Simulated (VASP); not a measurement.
## Mg: relaxation of cell and atoms with r2SCAN

Mg:

```
Mg
1.0
     3.20930    0.00000    0.00000
    -1.60465    2.77934    0.00000
     0.00000    0.00000    5.21030
Mg
2
Direct
  0.33333 0.66667 0.25000
  0.66667 0.33333 0.75000
```

```yaml
Program: VASP 6.6.1
Task: relaxation of cell and atoms
Functional: r2SCAN
Potentials_or_basis: VASP PAW PBE potentials, release 64 (Mg)
Cutoff: 600 eV
k_mesh: 9 × 9 × 5
Occupations: methfessel-paxton, width 0.1 eV
Spin: no spin polarisation
Dipole_correction: no
Further_INCAR_settings: ALGO = Normal; EDIFF = 1e-06; IBRION = 2; EDIFFG = -0.02; NSW = 60; ISIF = 3
```

```yaml
Relaxed_volume: 22.43 Å³/atom
Relaxed_cell: a = 3.167 Å, b = 3.167 Å, c = 5.165 Å, α = 90.00°, β = 90.00°, γ = 120.00°
Space_group_after_relaxing_to_0.05_Å: P6_3/mmc (No. 194)
Energy_gained_by_relaxing: 3.7 meV/atom
Ionic_steps: 3
Pressure_after_relaxing: 0.0 GPa
Band_gap_on_the_k_mesh: zero (band 2 reaches 3.72 eV, above the bottom of band 3 at 1.53 eV)
```

The path:
```csv
step,energy change (eV),largest force (eV/Å),pressure (GPa),volume (Å³)
1,0.0000,0.0000,-1.35,46.47
2,-0.0070,0.0000,-0.29,45.17
3,-0.0074,0.0000,-0.02,44.86
```

Final structure:
```yaml
crystal:
  lattice:
    - [3.16696, 0.00000, 0.00000]
    - [-1.58348, 2.74267, 0.00000]
    - [0.00000, 0.00000, 5.16506]
  atoms:
    - { symbol: Mg, position: [0.33333, 0.66667, 0.25000] }
    - { symbol: Mg, position: [0.66667, 0.33333, 0.75000] }
```

Levels at points of the mesh, in eV from the Fermi level:
```csv
k point,band 1,band 2,band 3,band 4,band 5
"(0.00, 0.00, 0.00)",-7.49,-1.97,-1.24,11.89,11.89
```

It took 46 s on 1 thread of Intel(R) Xeon(R) 6975P-C (Granite Rapids), with other jobs on the host, peak memory 0.2 GiB.

Caveat: the PAW data sets were made with another functional, which shifts forces and pressure a little.
